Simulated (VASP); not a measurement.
WS2, 6 atoms in the cell. The typed cell holds 6 atoms: a = 3.180 Å, b = 3.180 Å, c = 12.500 Å, α = 90.00°, β = 90.00°, γ = 120.00°.  This cell differs from its parent crystal: atom 3 (S) moved +0.225 Å towards its neighbour atom 3 (S) at 3.180 Å.

```yaml
Program: VASP 6.6.1
Task: single point
Functional: PBEsol
Potentials_or_basis: VASP PAW PBE potentials, release 64 (W_sv, S)
Cutoff: 520 eV
k_mesh: 12 × 12 × 4
Occupations: gaussian, width 0.05 eV
Spin: no spin polarisation
Dipole_correction: no
Further_INCAR_settings: ALGO = Normal; EDIFF = 1e-06; NBANDS = 35
```

Potentials or basis: VASP PAW PBE potentials, release 64 (W_sv, S).

Run with:

```bash
$ cat potpaw_PBE.64/W_sv/POTCAR potpaw_PBE.64/S/POTCAR > POTCAR
$ mpirun -np 1 vasp_std > vasp.out
```

Hardware: 1 thread of Oxide Virtual Turin-like Processor, on a shared host.

**Question.** How long does it take, and how much memory?

**Answer.** Run time: 27 min on 1 thread of Oxide Virtual Turin-like Processor (shared host), peak memory 0.82 GiB. Counts: scf iterations 15, k points 292.
